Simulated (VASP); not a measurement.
C: single point with LDA

The system is C.

```
C
1.0
    -2.41040    2.41040    2.41040
     2.41040   -2.41040    2.41040
     2.41040    2.41040   -2.41040
C
8
Direct
  0.31667 0.99120 0.98240
  0.67453 0.67453 0.67453
  0.00000 0.32547 0.00000
  0.00000 0.00000 0.32547
  0.00000 0.67453 0.00000
  0.32547 0.32547 0.32547
  0.67453 0.00000 0.00000
  0.00000 0.00000 0.67453
```

This cell differs from its parent crystal: atom 1 (C) moved -0.060 Å along Cartesian [1 1 0].

```
Program                : VASP 6.6.1
Task                   : single point
Functional             : LDA
Potentials or basis    : VASP PAW LDA potentials, release 64 (C)
Cutoff                 : 520 eV
k mesh                 : 8 × 8 × 8
Occupations            : gaussian, width 0.05 eV
Spin                   : no spin polarisation
Dipole correction      : no
Further INCAR settings : ALGO = Normal; EDIFF = 1e-06; NBANDS = 26
```

```json
{"Pressure": "1.2 GPa", "Largest force": "1.970 eV/Å", "Band gap on the k mesh": "2.79 eV (least direct gap 3.61 eV)"}
```

Forces in eV/Å, atoms in the order of the input:
```
C    1.230  1.539  0.016
C   -0.143 -0.137 -0.079
C   -0.035 -0.086  0.031
C   -0.076 -0.091  0.015
C   -0.161 -0.101 -0.018
C   -0.402 -0.125  0.010
C   -0.237 -0.343 -0.031
C   -0.175 -0.656  0.055
```

Stress tensor (GPa, compression positive):
```
-1.69 -0.14  0.01
-0.14  4.42 -0.07
 0.01 -0.07  1.01
```

Levels at points of the mesh, in eV from the valence-band top:
| k point | band 14 | band 15 | band 16 | band 17 | band 18 | band 19 |
| --- | --- | --- | --- | --- | --- | --- |
| (0.00, 0.00, 0.00) | -0.72 | -0.52 | -0.34 | 3.71 | 3.89 | 4.06 |
| (0.50, 0.00, 0.00) | -3.31 | -2.46 | -2.34 | 3.75 | 5.20 | 5.78 |
| (0.00, 0.50, 0.00) | -3.20 | -2.55 | -2.29 | 3.67 | 5.50 | 5.60 |
| (0.00, 0.00, 0.50) | -3.21 | -2.56 | -2.34 | 3.66 | 5.29 | 5.60 |
| (0.50, 0.00, 0.50) | -3.22 | -2.69 | -2.28 | 3.57 | 5.36 | 5.41 |
| (0.50, 0.50, 0.00) | -3.30 | -2.60 | -2.29 | 3.63 | 5.30 | 5.59 |
| (0.00, 0.50, 0.50) | -3.14 | -2.56 | -2.41 | 3.66 | 5.03 | 5.69 |
| (0.50, 0.50, 0.50) | -0.39 | -0.20 | 0.00 | 3.61 | 5.53 | 5.69 |

Wall time 6.6 min on 1 thread of Intel Xeon 8259CL, on a shared host, peak memory 0.33 GiB.

Caveat: the cell differs from its parent crystal (atom 1 (C) moved -0.060 Å along Cartesian [1 1 0]); the stress differs along the axes, from -2 to 4 GPa; forces of over 1 eV/Å act on the atoms, so gaps and moduli don't describe the material at rest. A k mesh can miss the band edges.
